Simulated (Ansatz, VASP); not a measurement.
## One calculation of K, two programs

```
K
1.0
     4.18113    0.00000    0.00000
     0.00000    4.18113    0.00000
     0.00000    0.00000    4.18113
K
1
Cartesian
  0.0000 0.0000 0.0000
```

Change from the starting cell: strain -0.030 along x and y, -0.030 along z, atoms carried along.

Alike in both runs: task single point; functional PBE; k mesh 12 × 12 × 12; occupations gaussian, width 0.15 eV; no spin polarisation.

|  | VASP | Ansatz |
| --- | --- | --- |
| version | VASP 6.6.1 | Ansatz 0.2.0 |
| potentials or method | VASP PAW PBE potentials, release 64 (K_sv), cutoff 520 eV | scalar-relativistic, plane waves, PAW |
| valence electrons in the cell | 9 | 9 |

|  | VASP | Ansatz | Ansatz less VASP |
| --- | --- | --- | --- |
| gap on the k mesh at the Fermi level (eV) | none | none | - |
| pressure (GPa) | 0.3 | 0.3 | +0.01 |

A gap of «none» marks a metal or a gap that the smearing closes. With one functional, cell and mesh, what is left measures potentials, basis and numerics.
